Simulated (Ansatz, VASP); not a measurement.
**B3As in VASP and in Ansatz**

INCAR

```
SYSTEM = B3As
ALGO = Normal ; EDIFF = 1E-6
ENCUT = 520 ; GGA = PE
ISIF = 2 ; ISMEAR = 0
LASPH = .True. ; LCHARG = .False.
LREAL = .False. ; LWAVE = .False.
NBANDS = 24 ; NELM = 100
PREC = Accurate ; SIGMA = 0.1
```

File KPOINTS:

```
k-points
0
Gamma
  4 4 4
  0 0 0
```

File POSCAR:

```
B3As
1.0
    4.7974815100      0.0000000000      0.0000000000
    0.0000000000      4.7974815100      0.0000000000
    0.0000000000      0.0000000000      4.7974815100
B As
6 2
Direct
    0.2500000000      0.0000000000      0.5000000000
    0.7500000000      0.0000000000      0.5000000000
    0.5000000000      0.2500000000      0.0000000000
    0.5000000000      0.7500000000      0.0000000000
    0.0000000000      0.5000000000      0.2500000000
    0.0000000000      0.5000000000      0.7500000000
    0.0000000000      0.0000000000      0.0000000000
    0.5000000000      0.5000000000      0.5000000000
```

Input for Ansatz:

```yaml
crystal:
  lattice:
    - [4.79748151, 0.0, 0.0]
    - [0.0, 4.79748151, 0.0]
    - [0.0, 0.0, 4.79748151]
  atoms:
    - { symbol: B, position: [0.25, 0.0, 0.5] }
    - { symbol: B, position: [0.75, 0.0, 0.5] }
    - { symbol: B, position: [0.5, 0.25, 0.0] }
    - { symbol: B, position: [0.5, 0.75, 0.0] }
    - { symbol: B, position: [0.0, 0.5, 0.25] }
    - { symbol: B, position: [0.0, 0.5, 0.75] }
    - { symbol: As, position: [0.0, 0.0, 0.0] }
    - { symbol: As, position: [0.5, 0.5, 0.5] }
basis:
  ecutwfc: 420
kpoints:
  mp_grid: { grid: [4, 4, 4] }
hamiltonian:
  xc: pbe
scf:
  occupations: { method: gaussian, width: 0.1 }
  lower_state_search: "off"
output:
  forces: true
  stress: true
  eigenvalues: true
```

Alike in both runs: task single point; functional PBE; k mesh 4 × 4 × 4; occupations gaussian, width 0.1 eV; no spin polarisation.

```csv
,VASP,Ansatz
version,VASP 6.6.1,Ansatz 0.2.0
potentials or method,"VASP PAW PBE potentials, release 64 (B, As), cutoff 520 eV","scalar-relativistic, plane waves, PAW"
valence electrons in the cell,28,48
```

|  | VASP | Ansatz | Ansatz less VASP |
| --- | --- | --- | --- |
| gap on the k mesh at the Fermi level (eV) | none | none | - |
| pressure (GPa) | -19.6 | -19.6 | +0.01 |

A gap of «none» marks a metal or a gap that the smearing closes. With one functional, cell and mesh, what is left measures potentials, basis and numerics. VASP's potentials hold 28 valence electrons a cell and Ansatz's 48, so a difference there can come from the potentials and not from the codes.
